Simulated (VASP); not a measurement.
Set up this calculation in VASP 6.6.1, as the native input.

* Task: single point
* Functional: PBEsol
* Potentials or basis: VASP PAW PBE potentials, release 64 (Ag)
* Cutoff: 520 eV
* k mesh: 12 × 12 × 8
* Occupations: gaussian, width 0.15 eV
* Spin: no spin polarisation
* Dipole correction: no
* Further INCAR settings: ALGO = Normal; EDIFF = 1e-07; NBANDS = 18

The structure of Ag lies in POSCAR:

```
Ag
1.0
    2.8670626691      0.0000000000      0.0000000000
   -1.4335313346      2.4829491057      0.0000000000
    0.0000000000      0.0000000000      4.6907149313
Ag
2
Direct
    0.3333333333      0.6666666667      0.2500000000
    0.6666666667      0.3333333333      0.7500000000
```

One way to write it, as run:

INCAR

```
PREC = Accurate ; ENCUT = 520
EDIFF = 1E-7 ; ISMEAR = 0
SIGMA = 0.15 ; LREAL = False
LASPH = True ; NELM = 60
ALGO = Normal ; ISIF = 2
LWAVE = False ; LCHARG = False
GGA = PS ; NBANDS = 18
```

KPOINTS

```
regular mesh
0
Gamma
  12 12 8
```

Potentials or basis: VASP PAW PBE potentials, release 64 (Ag).

Command:

```console
$ cat potpaw_PBE.64/Ag/POTCAR > POTCAR
$ mpirun -np 1 vasp_std > vasp.out
```

Results of the run:

```
Pressure               : -0.1 GPa
Band gap on the k mesh : zero (band 11 reaches 12.65 eV, above the bottom of band 12 at 5.13 eV)
```

Caveat: the PAW data sets were made with another functional, which shifts forces and pressure a little.

Wall time 22 s on 1 thread of AMD EPYC 9R45 96-Core Processor (Zen 5), with other jobs on the host, peak memory 0.15 GiB.
